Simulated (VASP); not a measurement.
# ZnS (I-4m2) in VASP: notebook, part 2 of 2

VASP 6.6.1. The steps go on from the part before.

### Step 3. Single point, PBE (strain +0.030 along x and y, +0.000 along z)

The input, INCAR:

```
SYSTEM = ZnS
  PREC = Accurate
  ENCUT = 520
  EDIFF = 1E-7
  ISMEAR = 0
  SIGMA = 0.05
  LREAL = .False.
  LASPH = .True.
  NELM = 60
  ALGO = Normal
  ISIF = 2
  LWAVE = .False.
  LCHARG = .False.
  GGA = PE
  NBANDS = 16
```

The input, KPOINTS:

```
regular mesh
0
Gamma
  10 10 10
  0 0 0
```

The input, POSCAR:

```
ZnS
1.0
    0.0000000000      2.7857895000      2.7046500000
    2.7857895000      0.0000000000      2.7046500000
    2.7857895000      2.7857895000      0.0000000000
Zn S
1 1
Direct
    0.0000000000      0.0000000000      0.0000000000
    0.7500000000      0.7500000000      0.7500000000
```

Potentials or basis: VASP PAW PBE potentials, release 64 (Zn, S).

Run with:

```console
$ cat potpaw_PBE.64/Zn/POTCAR potpaw_PBE.64/S/POTCAR > POTCAR
$ mpirun -np 1 vasp_std > vasp.out
```

OUTCAR:

```text
SYSTEM = ZnS
   PREC = Accurate
   ENCUT = 520
   EDIFF = 1E-7
   ISMEAR = 0
   LREAL = .False.
   LASPH = .True.
   NELM = 60
   ISIF = 2
   GGA = PE

 ion  position               nearest neighbor table
   1  0.000  0.000  0.000-   2 2.39   2 2.39   2 2.39   2 2.39
   2  0.750  0.750  0.750-   1 2.39   1 2.39   1 2.39   1 2.39

  LATTYP: Found a body centered tetragonal cell.
 ALAT       =     3.9397012928
 C/A-ratio  =     1.3730228761

  Lattice vectors:

 A1 = (   0.0000000000,  -2.7857895000,  -2.7046500000)
 A2 = (   0.0000000000,   2.7857895000,  -2.7046500000)
 A3 = (   2.7857895000,   0.0000000000,   2.7046500000)

Analysis of symmetry for initial positions (statically):
=====================================================================
 Subroutine PRICEL returns:
 Original cell was already a primitive cell.

 Routine SETGRP: Setting up the symmetry group for a
 body centered tetragonal supercell.

 Subroutine GETGRP returns: Found  8 space group operations
 (whereof  8 operations were pure point group operations)
 out of a pool of 16 trial point group operations.

[... 157 lines left out ...]
  ext. energy  EPLUGINS =         0.00000000
  ---------------------------------------------------
  free energy    TOTEN  =        -6.83754666 eV

  energy without entropy =       -6.83754666  energy(sigma->0) =       -6.83754666

 E-fermi :   1.8995     XC(G=0):  -9.3420

 val. band max:        1.6100950177   @ k =   0.0000   0.0000   0.0000
 cond. band min:       3.3922516076   @ k =   0.0000   0.0000   0.0000
 fundamental gap:      1.7821565898
 Fermi energy:         1.8994859199

 k-point     1 :       0.0000    0.0000    0.0000
  band No.  band energies     occupation
      1     -11.1769      2.00000
      2      -4.5687      2.00000
      3      -4.5687      2.00000
      4      -4.5531      2.00000
      5      -4.1400      2.00000
      6      -4.1346      2.00000
[... 433 lines left out ...]
      3      -4.3572      2.00000
      4      -4.3465      2.00000
      5      -4.0924      2.00000
      6      -4.0861      2.00000
[... 8 lines left out ...]
     15      14.7229      0.00000
     16      17.0240      0.00000

 [... further k-points ...]
[... 5 lines left out ...]
  --------------------------------------------------------------------------------------
  -------------------------------------------------------------------------------------
  Total       -0.7447046     -0.7447046     -0.4375623      0.0000000      0.0000000     -0.0000000
  in kB      -28.4221523    -28.4221523    -16.6998586      0.0000000      0.0000000     -0.0000000
  external PRESSURE =     -24.5147211 kB  Pullay stress =       0.0000000 kB

 VOLUME and BASIS-vectors are now :
 -----------------------------------------------------------------------------
  energy-cutoff  :      520.00
  volume of cell :       41.98
      direct lattice vectors                 reciprocal lattice vectors
     0.000000000  2.785789500  2.704650000    -0.179482333  0.179482333  0.184866803
     2.785789500  0.000000000  2.704650000     0.179482333 -0.179482333  0.184866803
     2.785789500  2.785789500  0.000000000     0.179482333  0.179482333 -0.184866803

 POSITION                                       TOTAL-FORCE (eV/Angst)
 -----------------------------------------------------------------------------------
      0.00000      0.00000      0.00000        -0.000000     -0.000000      0.000000
      4.17868      4.17868      4.05697         0.000000      0.000000     -0.000000
 -----------------------------------------------------------------------------------
    total drift:                               -0.000000     -0.000000      0.000000

  FREE ENERGIE OF THE ION-ELECTRON SYSTEM (eV)
  ---------------------------------------------------
  free  energy   TOTEN  =        -6.8375466578 eV

  energy  without entropy=       -6.8375466578  energy(sigma->0) =       -6.83754666
```

OSZICAR:

```text
N       E                     dE             d eps       ncg     rms          rms(c)
DAV:   1     0.884312756996E+02    0.88431E+02   -0.88654E+03  3264   0.132E+03
DAV:   2    -0.130032635810E+01   -0.89732E+02   -0.83923E+02  3736   0.256E+02
DAV:   3    -0.720423373761E+01   -0.59039E+01   -0.58796E+01  4136   0.640E+01
DAV:   4    -0.726643219352E+01   -0.62198E-01   -0.62185E-01  4088   0.681E+00
DAV:   5    -0.726720603039E+01   -0.77384E-03   -0.77382E-03  4208   0.723E-01    0.614E+00
DAV:   6    -0.685610621715E+01    0.41110E+00   -0.74166E-01  5000   0.291E+01    0.486E+00
DAV:   7    -0.683780985899E+01    0.18296E-01   -0.23047E-01  3944   0.422E+00    0.251E+00
DAV:   8    -0.683706439058E+01    0.74547E-03   -0.47565E-03  4096   0.699E-01    0.637E-01
DAV:   9    -0.683737121154E+01   -0.30682E-03   -0.11235E-03  3968   0.272E-01    0.108E-01
DAV:  10    -0.683754843903E+01   -0.17723E-03   -0.19519E-04  4136   0.155E-01    0.551E-02
DAV:  11    -0.683754522699E+01    0.32120E-05   -0.39236E-05  3856   0.107E-01    0.590E-03
DAV:  12    -0.683754656415E+01   -0.13372E-05   -0.38923E-06  4424   0.223E-02    0.415E-03
DAV:  13    -0.683754665781E+01   -0.93660E-07   -0.68136E-07  4208   0.943E-03
   1 F= -.68375467E+01 E0= -.68375467E+01  d E =-.798058E-19
```

stdout:

```text
POSCAR found type information on POSCAR ZnS
 POSCAR found :  2 types and       2 ions
 scaLAPACK will be used
 LDA part: xc-table for (Slater+PW92), standard interpolation
 POSCAR, INCAR and KPOINTS ok, starting setup
 FFT: planning ... GRIDC
 FFT: planning ... GRID_SOFT
 FFT: planning ... GRID
 WAVECAR not read
 entering main loop
```

It took 29 s on 1 thread of Intel Xeon 6975P-C (Granite Rapids), shared host; peak memory 0.21 GiB.

What came out:

```yaml
Free_energy: -6.8375 eV
Pressure: -2.5 GPa
Band_gap_on_the_k_mesh: 1.78 eV, direct
```

Caveat: the cell differs from its parent crystal (strain +0.030 along x and y, +0.000 along z).

### Step 4. Single point, PBE (strain +0.015 along x and y, +0.030 along z)

The input, INCAR:

```
SYSTEM = ZnS
PREC = Accurate ; ENCUT = 520
EDIFF = 1E-6 ; ISMEAR = 0
SIGMA = 0.05 ; LREAL = .FALSE.
LASPH = .TRUE. ; NELM = 80
ALGO = Normal ; ISIF = 2
LWAVE = .FALSE. ; LCHARG = .FALSE.
GGA = PE ; NBANDS = 16
```

The input, KPOINTS:

```
regular mesh
0
G
  10 10 10
  0 0 0
```

The input, POSCAR:

```
ZnS
1.0
    0.0000000000      2.7452197500      2.7857895000
    2.7452197500      0.0000000000      2.7857895000
    2.7452197500      2.7452197500      0.0000000000
Zn S
1 1
Direct
    0.0000000000      0.0000000000      0.0000000000
    0.7500000000      0.7500000000      0.7500000000
```

Potentials or basis: VASP PAW PBE potentials, release 64 (Zn, S).

Run with:

```console
$ cat potpaw_PBE.64/Zn/POTCAR potpaw_PBE.64/S/POTCAR > POTCAR
$ mpirun -np 1 vasp_std > vasp.out
```

OUTCAR:

```text
SYSTEM = ZnS
   PREC = Accurate
   ENCUT = 520
   EDIFF = 1E-6
   ISMEAR = 0
   LREAL = .FALSE.
   LASPH = .TRUE.
   NELM = 80
   ISIF = 2
   GGA = PE

 ion  position               nearest neighbor table
   1  0.000  0.000  0.000-   2 2.39   2 2.39   2 2.39   2 2.39
   2  0.750  0.750  0.750-   1 2.39   1 2.39   1 2.39   1 2.39

  LATTYP: Found a body centered tetragonal cell.
 ALAT       =     3.8823270021
 C/A-ratio  =     1.4351132702

  Lattice vectors:

 A1 = (  -2.7452197500,   0.0000000000,   2.7857895000)
 A2 = (   2.7452197500,   0.0000000000,   2.7857895000)
 A3 = (   0.0000000000,   2.7452197500,  -2.7857895000)

Analysis of symmetry for initial positions (statically):
=====================================================================
 Subroutine PRICEL returns:
 Original cell was already a primitive cell.

 Routine SETGRP: Setting up the symmetry group for a
 body centered tetragonal supercell.

 Subroutine GETGRP returns: Found  8 space group operations
 (whereof  8 operations were pure point group operations)
 out of a pool of 16 trial point group operations.

The static configuration has the point symmetry D_2d.

Analysis of symmetry for dynamics (positions and initial velocities):
=====================================================================
 Subroutine PRICEL returns:
 Original cell was already a primitive cell.

 Routine SETGRP: Setting up the symmetry group for a
 body centered tetragonal supercell.

 Subroutine GETGRP returns: Found  8 space group operations
 (whereof  8 operations were pure point group operations)
 out of a pool of 16 trial point group operations.

The dynamic configuration has the point symmetry D_2d.

 Subroutine INISYM returns: Found  8 space group operations
 (whereof  8 operations are pure point group operations),
 and found     1 'primitive' translations

----------------------------------------------------------------------------------------

                                     Primitive cell

  volume of cell :      41.9887

  direct lattice vectors                    reciprocal lattice vectors
     0.000000000  2.745219750  2.785789500    -0.182134782  0.182134782  0.179482333
     2.745219750  0.000000000  2.785789500     0.182134782 -0.182134782  0.179482333
     2.745219750  2.745219750  0.000000000     0.182134782  0.182134782 -0.179482333

  length of vectors
     3.911119356  3.911119356  3.882327002     0.313942774  0.313942774  0.313942774

  position of ions in fractional coordinates (direct lattice)
     0.000000000  0.000000000  0.000000000
     0.750000000  0.750000000  0.750000000

  ion indices of the primitive-cell ions
   primitive index   ion index
                 1           1
                 2           2

----------------------------------------------------------------------------------------

 KPOINTS: regular mesh

Automatic generation of k-mesh.
 Grid dimensions read from file:
 generate k-points for:   10   10   10

 Generating k-lattice:

  Cartesian coordinates                     Fractional coordinates (reciprocal lattice)
    -0.018213478  0.018213478  0.017948233     0.100000000  0.000000000  0.000000000
     0.018213478 -0.018213478  0.017948233     0.000000000  0.100000000  0.000000000
     0.018213478  0.018213478 -0.017948233     0.000000000  0.000000000  0.100000000

  Length of vectors
     0.031394277  0.031394277  0.031394277

  Shift w.r.t. Gamma in fractional coordinates (k-lattice)
     0.000000000  0.000000000  0.000000000

 Subroutine IBZKPT returns following result:
 ===========================================

 Found    102 irreducible k-points:

 Following reciprocal coordinates:
            Coordinates               Weight
  0.000000  0.000000  0.000000      1.000000
  0.100000  0.000000  0.000000      8.000000
  0.200000  0.000000  0.000000      8.000000
  0.300000  0.000000  0.000000      8.000000
  0.400000  0.000000  0.000000      8.000000
  0.500000  0.000000  0.000000      4.000000
[... 16 lines left out ...]
  0.300000  0.300000  0.000000      2.000000
  0.400000  0.300000  0.000000      8.000000
 [... further k-points ...]
   k-points           NKPTS =    102   k-points in BZ     NKDIM =    102   number of bands    NBANDS=     16
   number of dos      NEDOS =    301   number of ions     NIONS =      2
   total plane-waves  NPLWV =  27000
   dimension x,y,z NGX =    30 NGY =   30 NGZ =   30
   dimension x,y,z NGXF=    60 NGYF=   60 NGZF=   60
   ions per type =               1   1
   NGX,Y,Z   is equivalent  to a cutoff of  12.75, 12.75, 12.85 a.u.
   NGXF,Y,Z  is equivalent  to a cutoff of  25.50, 25.50, 25.69 a.u.
 SYSTEM =  ZnS
   PREC   = accura    normal or accurate (medium, high low for compatibility)
   ISTART =      0    job   : 0-new  1-cont  2-samecut
   ICHARG =      2    charge: 1-file 2-atom 10-const
   ISPIN  =      1    spin polarized calculation?
   LNONCOLLINEAR =      F non collinear calculations
   LSORBIT =      F    spin-orbit coupling
   LASPH  =      T    aspherical Exc in radial PAW
   ENCUT  =  520.0 eV  38.22 Ry    6.18 a.u.   7.27  7.27  7.22*2*pi/ulx,y,z
   NELM   =     80;   NELMIN=  2; NELMDL= -5     # of ELM steps
   EDIFF  = 0.1E-05   stopping-criterion for ELM
   LREAL  =      F    real-space projection
   EDIFFG = 0.1E-04   stopping-criterion for IOM
   NSW    =      0    number of steps for IOM
   IBRION =     -1    ionic relax: 0-MD 1-quasi-New 2-CG
   NFREE  =      0    steps in history (QN), initial steepest desc. (CG)
   ISIF   =      2    stress and relaxation
   ISYM   =      2    0-nonsym 1-usesym 2-fastsym
   POTIM  = 0.5000    time-step for ionic-motion
   TEBEG  =    0.0;   TEEND  =   0.0 temperature during run
   PSTRESS=    0.0 pullay stress
   NELECT =      18.0000    total number of electrons
   NUPDOWN=      -1.0000    fix difference up-down
   EMIN   =  10.00;   EMAX   =-10.00  energy-range for DOS
   EFERMI =   0.00;   METHOD = LEGACY
   ISMEAR =     0;   SIGMA  =   0.05  broadening in eV -4-tet -1-fermi 0-gaus
   EFERMI_NEDOS =   21; number of points for ismear=-14 and -15
   IALGO  =     38    algorithm
   IMIX   =      4    mixing-type and parameters
     AMIX     =   0.40;   BMIX     =  1.00
     AMIX_MAG =   1.60;   BMIX_MAG =  1.00
  volume/ion in A,a.u.               =      20.99       141.68
  Fermi-wavevector in a.u.,A,eV,Ry     =   1.234397  2.332672 20.731683  1.523736
  Thomas-Fermi vector in A             =   2.369089
   LORBIT       =      0    0 simple, 1 ext, 2 COOP (PROOUT), +10 PAW based schemes
   GGA     = PE    functional components
   LHFCALC =     F    Hartree Fock is set to
   AEXX    =    0.0000 exact exchange contribution
   IVDW    =     0    specifies the selected vdW correction
   LEPSILON=     F    determine dielectric tensor
   LRPA    =     F    only Hartree local field effects (RPA)
 non-spin polarized calculation
 Gauss-broadening in eV      SIGMA  =   0.05
  energy-cutoff  :      520.00
  volume of cell :       41.99
 maximum number of plane-waves:      1145
 NGX is ok and might be reduce to    30
   NGX = 15   NGY = 15   NGZ = 15

 number of electron      17.9999992 magnetization

 Free energy of the ion-electron system (eV)
  ---------------------------------------------------
  ext. energy  EPLUGINS =         0.00000000
  ---------------------------------------------------
  free energy    TOTEN  =        -6.83967904 eV

  energy without entropy =       -6.83967904  energy(sigma->0) =       -6.83967904

 E-fermi :   1.7900     XC(G=0):  -9.3403

 val. band max:        1.5638091789   @ k =   0.0000   0.0000   0.0000
 cond. band min:       3.3922863371   @ k =   0.0000   0.0000   0.0000
 fundamental gap:      1.8284771582
 Fermi energy:         1.7899639214

 k-point     1 :       0.0000    0.0000    0.0000
  band No.  band energies     occupation
      1     -11.1786      2.00000
      2      -4.5707      2.00000
      3      -4.5625      2.00000
      4      -4.5625      2.00000
      5      -4.1397      2.00000
      6      -4.1369      2.00000
[... 8 lines left out ...]
     15      13.1449      0.00000
     16      13.3512      0.00000
[... 419 lines left out ...]
 k-point    24 :       0.4000    0.3000    0.0000
  band No.  band energies     occupation
      1     -10.3425      2.00000
      2      -4.5440      2.00000
      3      -4.3493      2.00000
      4      -4.3392      2.00000
      5      -4.1163      2.00000
      6      -4.0917      2.00000
[... 8 lines left out ...]
     15      14.8347      0.00000
     16      16.9400      0.00000

 [... further k-points ...]
[... 5 lines left out ...]
  --------------------------------------------------------------------------------------
  -------------------------------------------------------------------------------------
  Total       -0.5885526     -0.5885526     -0.7528925      0.0000000      0.0000000      0.0000000
  in kB      -22.4576001    -22.4576001    -28.7283729      0.0000000      0.0000000      0.0000000
  external PRESSURE =     -24.5478577 kB  Pullay stress =       0.0000000 kB

 VOLUME and BASIS-vectors are now :
 -----------------------------------------------------------------------------
  energy-cutoff  :      520.00
  volume of cell :       41.99
      direct lattice vectors                 reciprocal lattice vectors
     0.000000000  2.745219750  2.785789500    -0.182134782  0.182134782  0.179482333
     2.745219750  0.000000000  2.785789500     0.182134782 -0.182134782  0.179482333
     2.745219750  2.745219750  0.000000000     0.182134782  0.182134782 -0.179482333

 POSITION                                       TOTAL-FORCE (eV/Angst)
 -----------------------------------------------------------------------------------
      0.00000      0.00000      0.00000        -0.000000     -0.000000     -0.000000
      4.11783      4.11783      4.17868         0.000000      0.000000      0.000000
 -----------------------------------------------------------------------------------
    total drift:                                0.000000      0.000000     -0.000001

  FREE ENERGIE OF THE ION-ELECTRON SYSTEM (eV)
  ---------------------------------------------------
  free  energy   TOTEN  =        -6.8396790434 eV

  energy  without entropy=       -6.8396790434  energy(sigma->0) =       -6.83967904
```

Wall time 33 s (1 thread of Intel Xeon 6975P-C (Granite Rapids), shared host); peak memory 0.21 GiB.

What came out:

```
Free energy            : -6.8397 eV
Pressure               : -2.5 GPa
Band gap on the k mesh : 1.83 eV, direct
```

Stress tensor (GPa, compression positive):
```
-2.25  0.00  0.00
 0.00 -2.25  0.00
 0.00  0.00 -2.87
```

Levels at points of the mesh, in eV from the valence-band top:
```tsv
k point	band 5	band 6	band 7	band 8	band 9	band 10	band 11	band 12	band 13	band 14
(0.00, 0.00, 0.00)	-5.70	-5.70	-0.05	0.00	0.00	1.83	6.41	6.41	6.42	11.47
(0.50, 0.00, 0.00)	-5.67	-5.52	-4.91	-0.83	-0.76	3.16	6.88	7.00	8.62	11.88
(0.50, 0.50, 0.00)	-5.64	-5.52	-4.39	-1.97	-1.97	3.57	4.14	10.44	11.55	11.55
(0.50, 0.00, 0.50)	-5.64	-5.50	-4.31	-2.06	-2.03	3.50	4.00	10.59	11.45	11.57
```

Caveat: the cell differs from its parent crystal (strain +0.015 along x and y, +0.030 along z).

### Step 5. Single point, PBE (strain +0.030 along x and y, +0.015 along z)

The input, INCAR:

```
SYSTEM = ZnS
PREC = Accurate
ENCUT = 520
EDIFF = 1E-6
ISMEAR = 0
SIGMA = 0.05
LREAL = .FALSE.
LASPH = .TRUE.
NELM = 60
ALGO = Normal
ISIF = 2
LWAVE = .FALSE.
LCHARG = .FALSE.
GGA = PE
NBANDS = 16
```

KPOINTS is that of step 4.

The input, POSCAR:

```
ZnS
1.0
    0.0000000000      2.7857895000      2.7452197500
    2.7857895000      0.0000000000      2.7452197500
    2.7857895000      2.7857895000      0.0000000000
Zn S
1 1
Direct
    0.0000000000      0.0000000000      0.0000000000
    0.7500000000      0.7500000000      0.7500000000
```

Run with:

```console
$ cat potpaw_PBE.64/Zn/POTCAR potpaw_PBE.64/S/POTCAR > POTCAR
$ mpirun -np 1 vasp_std > vasp.out
```

It took 45 s on 1 thread of Intel Xeon 6975P-C (Granite Rapids), shared host; peak memory 0.2 GiB.

Results (log left out):

```
Free energy            : -6.8287 eV
Pressure               : -3.3 GPa
Band gap on the k mesh : 1.75 eV, direct
```

Stress tensor (GPa, compression positive):
```
-3.48  0.00  0.00
 0.00 -3.48  0.00
 0.00  0.00 -2.88
```

Levels at points of the mesh, in eV from the valence-band top:
```csv
k point,band 5,band 6,band 7,band 8,band 9,band 10,band 11,band 12,band 13,band 14
"(0.00, 0.00, 0.00)",-5.69,-5.68,-0.05,-0.05,0.00,1.75,6.40,6.41,6.41,11.40
"(0.50, 0.00, 0.00)",-5.66,-5.51,-4.83,-0.83,-0.75,3.12,6.87,6.99,8.54,11.80
"(0.50, 0.50, 0.00)",-5.62,-5.48,-4.24,-2.03,-2.03,3.50,3.93,10.53,11.40,11.40
"(0.50, 0.00, 0.50)",-5.63,-5.50,-4.32,-1.97,-1.95,3.56,4.07,10.38,11.36,11.48
```

Caveat: the cell differs from its parent crystal (strain +0.030 along x and y, +0.015 along z).

### Step 6. Overview

```csv
cell,gap on the mesh (eV),pressure (GPa)
"a = 3.854, b = 3.854, c = 3.882 Å, angles 59.8, 59.8, 60.5°, 2 atoms",1.94,-0.6
"a = 3.883, b = 3.883, c = 3.940 Å, angles 59.5, 59.5, 61.0°, 2 atoms",1.78,-2.5
"a = 3.911, b = 3.911, c = 3.882 Å, angles 60.2, 60.2, 59.5°, 2 atoms",1.83,-2.5
"a = 3.911, b = 3.911, c = 3.940 Å, angles 59.8, 59.8, 60.5°, 2 atoms",1.75,-3.3
```

Alike in all rows: task single point; level PBE; potentials or basis VASP PAW PBE potentials, release 64 (Zn, S); no spin polarisation; k mesh 10 × 10 × 10; cutoff (eV) 520; smearing gaussian 0.05 eV.

Total energies depend on the potentials used, so only differences within one code and one set of settings carry meaning.
